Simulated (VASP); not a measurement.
# PbS in VASP: settings compared

The runs below take PbS through single point, with LDA, r2SCAN.

All numbers are computed with VASP 6.6.1; they aren't measurements. Logs are shortened: lines on timing, memory, paths and dates and some standing lists are left out, and cuts for length are marked.

### 1 The cell of the first run

The cell holds a slab with vacuum, 4 atoms: a = 4.180 Å, b = 4.180 Å, c = 11.900 Å, α = 86.25°, β = 86.25°, γ = 89.21°.

### 2 Single point, LDA

Contents of INCAR:

```
PREC = Accurate
ENCUT = 520
EDIFF = 1E-7
ISMEAR = -1
SIGMA = 0.0713
LREAL = F
LASPH = T
NELM = 60
ALGO = Normal
ISIF = 2
LWAVE = F
LCHARG = F
NBANDS = 28
```

Contents of KPOINTS:

```
regular mesh
0
Gamma
  4 4 2
```

Contents of POSCAR:

```
PbS
1.0
    2.9758010000      2.9348150000      0.0000000000
    2.9758010000     -2.9348150000      0.0000000000
    1.0930160000      0.0000000000    -11.8498620000
Pb S
2 2
Direct
    0.7756000000      0.7756000000      0.3636200000
    0.2244000000      0.2244000000      0.6363800000
    0.2684000000      0.2684000000      0.4014000000
    0.7316000000      0.7316000000      0.5986000000
```

Potentials or basis: VASP PAW LDA potentials, release 64 (Pb_d, S).

Command:

```
$ cat potpaw_LDA.64/Pb_d/POTCAR potpaw_LDA.64/S/POTCAR > POTCAR
$ mpirun -np 1 vasp_std > vasp.out
```

OUTCAR:

```text
PREC = Accurate
   ENCUT = 520
   EDIFF = 1E-7
   ISMEAR = -1
   LREAL = F
   LASPH = T
   NELM = 60
   ISIF = 2

 ion  position               nearest neighbor table
   1  0.776  0.776  0.364-   4 2.78   3 2.97   3 2.97   3 3.01   3 3.01
   2  0.224  0.224  0.636-   3 2.78   4 2.97   4 2.97   4 3.01   4 3.01
   3  0.268  0.268  0.401-   2 2.78   1 2.97   1 2.97   1 3.01   1 3.01
   4  0.732  0.732  0.599-   1 2.78   2 2.97   2 2.97   2 3.01   2 3.01

  LATTYP: Found a base centered monoclinic cell.
 ALAT       =     5.9516020000
 B/A-ratio  =     0.9862269016
 C/A-ratio  =     1.9994892849
 COS(beta)  =    -0.0918488149

  Lattice vectors:

 A1 = (  -2.9758010000,  -2.9348150000,   0.0000000000)
 A2 = (  -2.9758010000,   2.9348150000,   0.0000000000)
 A3 = (   1.0930160000,   0.0000000000, -11.8498620000)

Analysis of symmetry for initial positions (statically):
=====================================================================
 Subroutine PRICEL returns:
 Original cell was already a primitive cell.

 Routine SETGRP: Setting up the symmetry group for a
 base centered monoclinic supercell.

 Subroutine GETGRP returns: Found  4 space group operations
 (whereof  4 operations were pure point group operations)
 out of a pool of  4 trial point group operations.

The static configuration has the point symmetry C_2h.

Analysis of symmetry for dynamics (positions and initial velocities):
=====================================================================
 Subroutine PRICEL returns:
 Original cell was already a primitive cell.

 Routine SETGRP: Setting up the symmetry group for a
 base centered monoclinic supercell.

 Subroutine GETGRP returns: Found  4 space group operations
 (whereof  4 operations were pure point group operations)
 out of a pool of  4 trial point group operations.

The dynamic configuration has the point symmetry C_2h.

 Subroutine INISYM returns: Found  4 space group operations
 (whereof  4 operations are pure point group operations),
 and found     1 'primitive' translations

----------------------------------------------------------------------------------------

                                     Primitive cell

  volume of cell :     206.9798

  direct lattice vectors                    reciprocal lattice vectors
     2.975801000  2.934815000  0.000000000     0.168021988  0.170368490  0.015498132
     2.975801000 -2.934815000  0.000000000     0.168021988 -0.170368490  0.015498132
     1.093016000  0.000000000-11.849862000     0.000000000  0.000000000 -0.084389168

  length of vectors
     4.179537137  4.179537137 11.900164427     0.239785327  0.239785327  0.084389168

  position of ions in fractional coordinates (direct lattice)
     0.775600000  0.775600000  0.363620000
     0.224400000  0.224400000  0.636380000
     0.268400000  0.268400000  0.401400000
     0.731600000  0.731600000  0.598600000

  ion indices of the primitive-cell ions
   primitive index   ion index
                 1           1
                 2           2
                 3           3
                 4           4

----------------------------------------------------------------------------------------

 KPOINTS: regular mesh

Automatic generation of k-mesh.
 Grid dimensions read from file:
 generate k-points for:    4    4    2

 Generating k-lattice:

  Cartesian coordinates                     Fractional coordinates (reciprocal lattice)
     0.042005497  0.042592123  0.003874533     0.250000000 -0.000000000 -0.000000000
     0.042005497 -0.042592123  0.003874533    -0.000000000  0.250000000 -0.000000000
     0.000000000  0.000000000 -0.042194584     0.000000000  0.000000000  0.500000000

  Length of vectors
     0.059946332  0.059946332  0.042194584

  Shift w.r.t. Gamma in fractional coordinates (k-lattice)
     0.000000000  0.000000000  0.000000000

 Subroutine IBZKPT returns following result:
 ===========================================

 Found     14 irreducible k-points:

 Following reciprocal coordinates:
            Coordinates               Weight
  0.000000  0.000000  0.000000      1.000000
  0.250000 -0.000000 -0.000000      4.000000
  0.500000 -0.000000 -0.000000      2.000000
  0.250000  0.250000  0.000000      2.000000
  0.500000  0.250000  0.000000      4.000000
 -0.250000  0.250000  0.000000      2.000000
  0.500000  0.500000  0.000000      1.000000
  0.000000  0.000000  0.500000      1.000000
  0.250000 -0.000000  0.500000      4.000000
  0.500000 -0.000000  0.500000      2.000000
  0.250000  0.250000  0.500000      2.000000
  0.500000  0.250000  0.500000      4.000000
 -0.250000  0.250000  0.500000      2.000000
  0.500000  0.500000  0.500000      1.000000
   k-points           NKPTS =     14   k-points in BZ     NKDIM =     14   number of bands    NBANDS=     28
   number of dos      NEDOS =    301   number of ions     NIONS =      4
   total plane-waves  NPLWV =  92160
   dimension x,y,z NGX =    32 NGY =   32 NGZ =   90
   dimension x,y,z NGXF=    64 NGYF=   64 NGZF=  180
   ions per type =               2   2
   NGX,Y,Z   is equivalent  to a cutoff of  12.73, 12.73, 12.57 a.u.
   NGXF,Y,Z  is equivalent  to a cutoff of  25.46, 25.46, 25.15 a.u.
 SYSTEM =  unknown system
   PREC   = accura    normal or accurate (medium, high low for compatibility)
   ISTART =      0    job   : 0-new  1-cont  2-samecut
   ICHARG =      2    charge: 1-file 2-atom 10-const
   ISPIN  =      1    spin polarized calculation?
   LNONCOLLINEAR =      F non collinear calculations
   LSORBIT =      F    spin-orbit coupling
   LASPH  =      T    aspherical Exc in radial PAW
   ENCUT  =  520.0 eV  38.22 Ry    6.18 a.u.   7.77  7.77 22.13*2*pi/ulx,y,z
   NELM   =     60;   NELMIN=  2; NELMDL= -5     # of ELM steps
   EDIFF  = 0.1E-06   stopping-criterion for ELM
   LREAL  =      F    real-space projection
   EDIFFG = 0.1E-05   stopping-criterion for IOM
   NSW    =      0    number of steps for IOM
   IBRION =     -1    ionic relax: 0-MD 1-quasi-New 2-CG
   NFREE  =      0    steps in history (QN), initial steepest desc. (CG)
   ISIF   =      2    stress and relaxation
   ISYM   =      2    0-nonsym 1-usesym 2-fastsym
   POTIM  = 0.5000    time-step for ionic-motion
   TEBEG  =    0.0;   TEEND  =   0.0 temperature during run
   PSTRESS=    0.0 pullay stress
   NELECT =      40.0000    total number of electrons
   NUPDOWN=      -1.0000    fix difference up-down
   EMIN   =  10.00;   EMAX   =-10.00  energy-range for DOS
   EFERMI =   0.00;   METHOD = LEGACY
   ISMEAR =    -1;   SIGMA  =   0.07  broadening in eV -4-tet -1-fermi 0-gaus
   EFERMI_NEDOS =   21; number of points for ismear=-14 and -15
   IALGO  =     38    algorithm
   IMIX   =      4    mixing-type and parameters
     AMIX     =   0.40;   BMIX     =  1.00
     AMIX_MAG =   1.60;   BMIX_MAG =  1.00
  volume/ion in A,a.u.               =      51.74       349.19
  Fermi-wavevector in a.u.,A,eV,Ry     =   0.946496  1.788618 12.188847  0.895855
  Thomas-Fermi vector in A             =   2.074499
   LORBIT       =      0    0 simple, 1 ext, 2 COOP (PROOUT), +10 PAW based schemes
   GGA     = CA    functional components
   LHFCALC =     F    Hartree Fock is set to
   AEXX    =    0.0000 exact exchange contribution
   IVDW    =     0    specifies the selected vdW correction
   LEPSILON=     F    determine dielectric tensor
   LRPA    =     F    only Hartree local field effects (RPA)
 non-spin polarized calculation
  energy-cutoff  :      520.00
  volume of cell :      206.98
 maximum number of plane-waves:      5596
   NGX = 15   NGY = 15   NGZ = 45

 number of electron      40.0000012 magnetization

 Free energy of the ion-electron system (eV)
  ---------------------------------------------------
  ext. energy  EPLUGINS =         0.00000000
  ---------------------------------------------------
  free energy    TOTEN  =       -19.25010549 eV

  energy without entropy =      -19.25008009  energy(sigma->0) =      -19.25009279

 E-fermi :   0.8852     XC(G=0):  -6.0011

 val. band max:        0.2483168722   @ k =   0.0000   0.0000   0.0000
 cond. band min:       1.4845658912   @ k =   0.0000   0.0000   0.5000
 fundamental gap:      1.2362490190
 Fermi energy:         0.8851674322

 k-point     1 :       0.0000    0.0000    0.0000
  band No.  band energies     occupation
      1     -16.0543      2.00000
      2     -15.9833      2.00000
      3     -15.9798      2.00000
      4     -15.9722      2.00000
      5     -15.9486      2.00000
      6     -15.9440      2.00000
[... 20 lines left out ...]
     27       6.2279      0.00000
     28       6.4684      0.00000

 k-point     2 :       0.2500   -0.0000   -0.0000
  band No.  band energies     occupation
      1     -16.0317      2.00000
      2     -15.9834      2.00000
      3     -15.9625      2.00000
      4     -15.9520      2.00000
      5     -15.9516      2.00000
      6     -15.9500      2.00000
[... 20 lines left out ...]
     27       5.7115      0.00000
     28       6.7795      0.00000

 k-point     3 :       0.5000   -0.0000   -0.0000
  band No.  band energies     occupation
      1     -15.9999      2.00000
      2     -15.9996      2.00000
      3     -15.9631      2.00000
      4     -15.9630      2.00000
      5     -15.9546      2.00000
      6     -15.9546      2.00000
[... 20 lines left out ...]
     27       5.7877      0.00000
     28       5.9938      0.00000

 k-point     4 :       0.2500    0.2500    0.0000
  band No.  band energies     occupation
      1     -16.0259      2.00000
      2     -15.9905      2.00000
      3     -15.9616      2.00000
      4     -15.9589      2.00000
      5     -15.9548      2.00000
      6     -15.9453      2.00000
[... 268 lines left out ...]
     27       6.5639      0.00000
     28       6.8154      0.00000

 k-point    13 :      -0.2500    0.2500    0.5000
  band No.  band energies     occupation
      1     -16.0252      2.00000
      2     -15.9848      2.00000
      3     -15.9646      2.00000
      4     -15.9596      2.00000
      5     -15.9555      2.00000
      6     -15.9400      2.00000
[... 20 lines left out ...]
     27       5.7943      0.00000
     28       6.5419      0.00000

 k-point    14 :       0.5000    0.5000    0.5000
  band No.  band energies     occupation
      1     -16.0551      2.00000
      2     -16.0540      2.00000
      3     -15.9680      2.00000
      4     -15.9625      2.00000
      5     -15.9521      2.00000
      6     -15.9489      2.00000
[... 20 lines left out ...]
     27       7.5432      0.00000
     28       7.6784      0.00000

------------------------ aborting loop because EDIFF is reached ----------------------------------------

  FORCE on cell =-STRESS in cart. coord.  units (eV):
  Direction    XX          YY          ZZ          XY          YZ          ZX
  --------------------------------------------------------------------------------------
  -------------------------------------------------------------------------------------
  Total       -3.5925151     -2.7159938     -4.2299949      0.0000000      0.0000000     -0.0128521
  in kB      -27.8087378    -21.0238116    -32.7433055      0.0000000      0.0000000     -0.0994848
  external PRESSURE =     -27.1919517 kB  Pullay stress =       0.0000000 kB

 VOLUME and BASIS-vectors are now :
 -----------------------------------------------------------------------------
  energy-cutoff  :      520.00
  volume of cell :      206.98
      direct lattice vectors                 reciprocal lattice vectors
     2.975801000  2.934815000  0.000000000     0.168021988  0.170368490  0.015498132
     2.975801000 -2.934815000  0.000000000     0.168021988 -0.170368490  0.015498132
     1.093016000  0.000000000-11.849862000     0.000000000  0.000000000 -0.084389168

 POSITION                                       TOTAL-FORCE (eV/Angst)
 -----------------------------------------------------------------------------------
      5.01350      0.00000     -4.30885        -0.000806      0.000000     -1.025426
      2.03111      0.00000     -7.54102         0.000806      0.000000      1.025426
      2.03615      0.00000     -4.75653        -0.005066      0.000000     -0.372037
      5.00847      0.00000     -7.09333         0.005066      0.000000      0.372037
 -----------------------------------------------------------------------------------
    total drift:                                0.000000      0.000000     -0.000000

  FREE ENERGIE OF THE ION-ELECTRON SYSTEM (eV)
  ---------------------------------------------------
  free  energy   TOTEN  =       -19.2501054900 eV

  energy  without entropy=      -19.2500800911  energy(sigma->0) =      -19.25009279
```

It took 43 s on 1 thread of Intel Xeon 6975P-C (Granite Rapids), shared host; peak memory 0.27 GiB.

Results:

```yaml
Free_energy: -19.2501 eV
Largest_force: 1.025 eV/Å
Band_gap_on_the_k_mesh: 1.24 eV
```

Forces on the atoms (eV/Å):
```
Pb  -0.001  0.000 -1.025
Pb   0.001  0.000  1.025
S   -0.005  0.000 -0.372
S    0.005  0.000  0.372
```

Caveat: spin-orbit coupling is left out, which moves the levels of the heavy elements.

### 3 Single point, r2SCAN

POSCAR is that of step 2.

Contents of INCAR.step1:

```
PREC = Accurate ; ENCUT = 520
ISMEAR = -1 ; SIGMA = 0.0713
LREAL = False ; LASPH = True
NELM = 60 ; NBANDS = 28
GGA = PE ; ALGO = Normal
EDIFF = 1E-4 ; LWAVE = True
LCHARG = False
```

Contents of INCAR.step2:

```
PREC = Accurate ; ENCUT = 520
EDIFF = 1E-6 ; ISMEAR = -1
SIGMA = 0.0713 ; LREAL = False
LASPH = True ; NELM = 60
ALGO = Normal ; ISIF = 2
LWAVE = False ; LCHARG = False
METAGGA = R2SCAN ; LMIXTAU = True
NBANDS = 28 ; ISTART = 1
```

KPOINTS is that of step 2.

Potentials or basis: VASP PAW PBE potentials, release 64 (Pb_d, S).

Command:

```
$ cat potpaw_PBE.64/Pb_d/POTCAR potpaw_PBE.64/S/POTCAR > POTCAR
$ cp INCAR.step1 INCAR
$ mpirun -np 1 vasp_std > vasp.out
$ cp INCAR.step2 INCAR
$ mpirun -np 1 vasp_std > vasp.out
```

OUTCAR:

```text
PREC = Accurate
   ENCUT = 520
   EDIFF = 1E-6
   ISMEAR = -1
   LREAL = False
   LASPH = True
   NELM = 60
   ISIF = 2
   METAGGA = R2SCAN
   ISTART = 1

 ion  position               nearest neighbor table
   1  0.776  0.776  0.364-   4 2.78   3 2.97   3 2.97   3 3.01   3 3.01
   2  0.224  0.224  0.636-   3 2.78   4 2.97   4 2.97   4 3.01   4 3.01
   3  0.268  0.268  0.401-   2 2.78   1 2.97   1 2.97   1 3.01   1 3.01
   4  0.732  0.732  0.599-   1 2.78   2 2.97   2 2.97   2 3.01   2 3.01

  LATTYP: Found a base centered monoclinic cell.
 ALAT       =     5.9516020000
 B/A-ratio  =     0.9862269016
 C/A-ratio  =     1.9994892849
 COS(beta)  =    -0.0918488149

  Lattice vectors:

 A1 = (  -2.9758010000,  -2.9348150000,   0.0000000000)
 A2 = (  -2.9758010000,   2.9348150000,   0.0000000000)
 A3 = (   1.0930160000,   0.0000000000, -11.8498620000)

Analysis of symmetry for initial positions (statically):
=====================================================================
 Subroutine PRICEL returns:
 Original cell was already a primitive cell.
[... 158 lines left out ...]
  free energy    TOTEN  =      -130.79235392 eV

  energy without entropy =     -130.79235171  energy(sigma->0) =     -130.79235281

 E-fermi :   1.1113     XC(G=0):  -5.9267

 val. band max:        0.2801233902   @ k =   0.0000   0.0000   0.0000
 cond. band min:       1.9002778598   @ k =   0.0000   0.0000   0.5000
 fundamental gap:      1.6201544696
 Fermi energy:         1.1113315216

 k-point     1 :       0.0000    0.0000    0.0000
  band No.  band energies     occupation
      1     -16.5905      2.00000
      2     -16.5231      2.00000
      3     -16.5159      2.00000
      4     -16.5100      2.00000
      5     -16.4798      2.00000
      6     -16.4747      2.00000
[... 423 lines left out ...]
     27       8.3102      0.00000
     28       8.4307      0.00000

------------------------ aborting loop because EDIFF is reached ----------------------------------------

  FORCE on cell =-STRESS in cart. coord.  units (eV):
  Direction    XX          YY          ZZ          XY          YZ          ZX
  --------------------------------------------------------------------------------------
  -------------------------------------------------------------------------------------
  Total       -1.3829529     -0.4024308     -3.2933869      0.0000000      0.0000000     -0.0144242
  in kB      -10.7050835     -3.1151138    -25.4932630      0.0000000      0.0000000     -0.1116543
  external PRESSURE =     -13.1044868 kB  Pullay stress =       0.0000000 kB

 VOLUME and BASIS-vectors are now :
 -----------------------------------------------------------------------------
  energy-cutoff  :      520.00
  volume of cell :      206.98
      direct lattice vectors                 reciprocal lattice vectors
     2.975801000  2.934815000  0.000000000     0.168021988  0.170368490  0.015498132
     2.975801000 -2.934815000  0.000000000     0.168021988 -0.170368490  0.015498132
     1.093016000  0.000000000-11.849862000     0.000000000  0.000000000 -0.084389168

 POSITION                                       TOTAL-FORCE (eV/Angst)
 -----------------------------------------------------------------------------------
      5.01350      0.00000     -4.30885        -0.001044      0.000000     -0.792586
      2.03111      0.00000     -7.54102         0.001044      0.000000      0.792586
      2.03615      0.00000     -4.75653        -0.005498      0.000000     -0.292583
      5.00847      0.00000     -7.09333         0.005498      0.000000      0.292583
 -----------------------------------------------------------------------------------
    total drift:                                0.000000      0.000000     -0.000000

  FREE ENERGIE OF THE ION-ELECTRON SYSTEM (eV)
  ---------------------------------------------------
  free  energy   TOTEN  =      -130.7923539159 eV

  energy  without entropy=     -130.7923517089  energy(sigma->0) =     -130.79235281
```

OUTCAR.step1:

```text
PREC = Accurate
   ENCUT = 520
   ISMEAR = -1
   LREAL = False
   LASPH = True
   NELM = 60
[... 650 lines left out ...]
      2.03111      0.00000     -7.54102         0.001149      0.000000      0.640426
      2.03615      0.00000     -4.75653        -0.004515      0.000000     -0.165640
      5.00847      0.00000     -7.09333         0.004515      0.000000      0.165640
 -----------------------------------------------------------------------------------
    total drift:                                0.000000      0.000000     -0.000000

  FREE ENERGIE OF THE ION-ELECTRON SYSTEM (eV)
  ---------------------------------------------------
  free  energy   TOTEN  =       -17.1935820988 eV

  energy  without entropy=      -17.1935656292  energy(sigma->0) =      -17.19357386
```

OSZICAR.step1:

```text
N       E                     dE             d eps       ncg     rms          rms(c)
DAV:   1     0.402226564809E+03    0.40223E+03   -0.17706E+04   792   0.129E+03
DAV:   2     0.319366740065E+02   -0.37029E+03   -0.36001E+03   844   0.347E+02
DAV:   3    -0.162468280571E+02   -0.48184E+02   -0.47330E+02  1008   0.150E+02
DAV:   4    -0.185653885090E+02   -0.23186E+01   -0.23100E+01   912   0.396E+01
DAV:   5    -0.186621038671E+02   -0.96715E-01   -0.96702E-01  1084   0.797E+00    0.638E+00
DAV:   6    -0.172697647260E+02    0.13923E+01   -0.34760E+00  1100   0.107E+01    0.400E+00
DAV:   7    -0.172387882214E+02    0.30977E-01   -0.60588E-01   900   0.310E+00    0.277E+00
DAV:   8    -0.172056405649E+02    0.33148E-01   -0.18459E-01  1040   0.310E+00    0.182E+00
DAV:   9    -0.171962612484E+02    0.93793E-02   -0.50437E-02  1016   0.163E+00    0.470E-01
DAV:  10    -0.171908328695E+02    0.54284E-02   -0.88351E-03   940   0.405E-01    0.181E-01
DAV:  11    -0.171893109248E+02    0.15219E-02   -0.44493E-03   856   0.258E-01    0.208E-01
DAV:  12    -0.171914682014E+02   -0.21573E-02   -0.62392E-04   708   0.145E-01    0.175E-01
DAV:  13    -0.171929689488E+02   -0.15007E-02   -0.74708E-04   716   0.147E-01    0.313E-02
DAV:  14    -0.171934183082E+02   -0.44936E-03   -0.10943E-04   676   0.865E-02    0.321E-02
DAV:  15    -0.171935795642E+02   -0.16126E-03   -0.53042E-05   616   0.593E-02    0.225E-02
DAV:  16    -0.171935820988E+02   -0.25346E-05   -0.98579E-06   668   0.276E-02
   1 F= -.17193582E+02 E0= -.17193574E+02  d E =-.164696E-04
```

Wall time 2.6 min (1 thread of Intel Xeon 6975P-C (Granite Rapids), shared host); peak memory 0.36 GiB.

Results:

- Free energy: -130.7924 eV
- Largest force: 0.793 eV/Å
- Band gap on the k mesh: 1.62 eV

Forces in eV/Å, atoms in the order of the input:
```
Pb  -0.001  0.000 -0.793
Pb   0.001  0.000  0.793
S   -0.005  0.000 -0.293
S    0.005  0.000  0.293
```

Caveat: the PAW data sets were made with another functional, which shifts forces and pressure a little; spin-orbit coupling is left out, which moves the levels of the heavy elements.
